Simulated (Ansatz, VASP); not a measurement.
**One calculation of H, two programs**

INCAR

```
SYSTEM = H
PREC = Accurate
ENCUT = 1230
EDIFF = 1E-7
ISMEAR = 0
SIGMA = 0.02
LREAL = .False.
LASPH = .True.
NELM = 120
ALGO = Normal
ISIF = 3
LWAVE = .False.
LCHARG = .False.
GGA = PE
IVDW = 12
IBRION = 2
NSW = 90
EDIFFG = -0.02
GGA_COMPAT = .False.
NELMIN = 4
```

The input KPOINTS:

```
regular mesh
0
Gamma
  8 8 8
  0 0 0
```

Contents of POSCAR:

```
H
1.0
   -1.6915344700      1.6915344700      2.0584739900
    1.6915344700     -1.6915344700      2.0584739900
    1.6915344700      1.6915344700     -2.0584739900
H
2
Direct
    0.9098622900      0.9098622900      0.0000000000
    0.0901377100      0.0901377100      0.0000000000
```

Input for Ansatz:

```yaml
crystal:
  lattice:
    - [-1.69153447, 1.69153447, 2.05847399]
    - [1.69153447, -1.69153447, 2.05847399]
    - [1.69153447, 1.69153447, -2.05847399]
  atoms:
    - { symbol: H, position: [0.90986229, 0.90986229, 0.0] }
    - { symbol: H, position: [0.09013771, 0.09013771, 0.0] }
basis:
  ecutwfc: 420
kpoints:
  mp_grid: { grid: [8, 8, 8] }
hamiltonian:
  xc: pbe
  dispersion: d3bj
scf:
  occupations: { method: gaussian, width: 0.02 }
output:
  forces: true
  stress: true
  eigenvalues: true
relax:
  adjacent_minimum: "off"
  f_tol: 0.02
  max_steps: 70
  cell: { stress_tol: 0.03 }
```

Alike in both runs: task relaxation of cell and atoms; functional PBE; dispersion D3(BJ); k mesh 8 × 8 × 8; occupations gaussian, width 0.02 eV; no spin polarisation.

|  | VASP | Ansatz |
| --- | --- | --- |
| version | VASP 6.6.1 | Ansatz 0.2.0 |
| potentials or method | VASP PAW PBE potentials, release 64 (H_h), cutoff 1230 eV | scalar-relativistic, plane waves, PAW |
| valence electrons in the cell | 2 | 2 |

Ansatz gave:

```
gap on the k mesh at the Fermi level, each at its own relaxed structure (eV)  : 8.98
relaxed volume (Å³/atom)                                                      : 12.41
relaxed length of the cell vector where the two differ most in proportion (Å) : 3.222
```

Problem. What did VASP give for the same quantities?

Solution. gap on the k mesh at the Fermi level, each at its own relaxed structure (eV): 8.85; relaxed volume (Å³/atom): 11.80; relaxed length of the cell vector where the two differ most in proportion (Å): 3.158.

One of these differences is far larger than is usual between the two programs; its cause wasn't traced.
